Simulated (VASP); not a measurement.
A run of VASP 6.6.1 is set up as follows.

Contents of INCAR:

```
  PREC = Accurate
  ENCUT = 600
  EDIFF = 1E-6
  ISMEAR = -1
  SIGMA = 0.08
  LREAL = F
  LASPH = T
  NELM = 60
  ALGO = Normal
  ISIF = 3
  LWAVE = F
  LCHARG = F
  GGA = PS
  IBRION = 2
  NSW = 32
  EDIFFG = -0.005
  PSTRESS = 8.7
```

The input KPOINTS:

```
regular mesh
0
Gamma
  16 16 16
```

The input POSCAR:

```
Rh
1.0
    2.4967327531      0.0000000000      0.0000000000
    0.0000000000      2.4967327531      0.0000000000
    0.0000000000      0.0000000000      2.4967327531
Rh
1
Direct
    0.0000000000      0.0000000000      0.0000000000
```

Potentials or basis: VASP PAW PBE potentials, release 64 (Rh_pv).

Command:

```bash
$ cat potpaw_PBE.64/Rh_pv/POTCAR > POTCAR
$ mpirun -np 1 vasp_std > vasp.out
```

Question: What does it give for the space group after relaxing (to 0.05 Å)?

Answer: Pm-3m (No. 221).

Question: What does it give for the relaxed volume?

Answer: 15.56 Å³/atom.

Question: Estimate the relaxed cell.

Answer: a = 2.496 Å, b = 2.496 Å, c = 2.496 Å, α = 90.00°, β = 90.00°, γ = 90.00°.

Final structure:
```
CELL_PARAMETERS angstrom
2.49649 0.00000 0.00000
0.00000 2.49649 0.00000
0.00000 0.00000 2.49649
ATOMIC_POSITIONS crystal
Rh 0.00000 0.00000 0.00000
```

Caveat: the cell is relaxed towards a set pressure, so the enthalpy falls and the energy may rise; the PAW data sets were made with another functional, which shifts forces and pressure a little.
